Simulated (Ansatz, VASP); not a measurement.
Two plane-wave programs on Mg

```
CELL_PARAMETERS angstrom
3.17638 0.00000 0.00000
-1.58819 2.75083 0.00000
0.00000 0.00000 10.33065
ATOMIC_POSITIONS crystal
Mg 0.00000 0.00000 0.00000
Mg 0.00000 0.00000 0.50000
Mg 0.33333 0.66667 0.25000
Mg 0.66667 0.33333 0.75000
```

Alike in both runs: functional PBEsol; k mesh 11 × 11 × 3; occupations fermi-dirac, width 0.1 eV; no spin polarisation.

Ansatz relaxed the structure, and its values are those at the end. VASP's run is a single point on that final structure, the one shown.

```csv
,VASP,Ansatz
version,VASP 6.6.1,Ansatz 0.2.0
potentials or method,"VASP PAW PBE potentials, release 64 (Mg), cutoff 520 eV","plane waves (420 eV) with PAW, scalar-relativistic"
valence electrons in the cell,8,40
```

|  | VASP | Ansatz | Ansatz less VASP |
| --- | --- | --- | --- |
| pressure (GPa) | 0.0 | 0.0 | +0.05 |

VASP's potentials were made for PBE, not for PBEsol, and Ansatz warns of the same on its side. The functional is the same, so the differences come from potentials, cutoffs and numerics. VASP's potentials hold 8 valence electrons a cell and Ansatz's 40, so a difference there can come from the potentials and not from the codes.
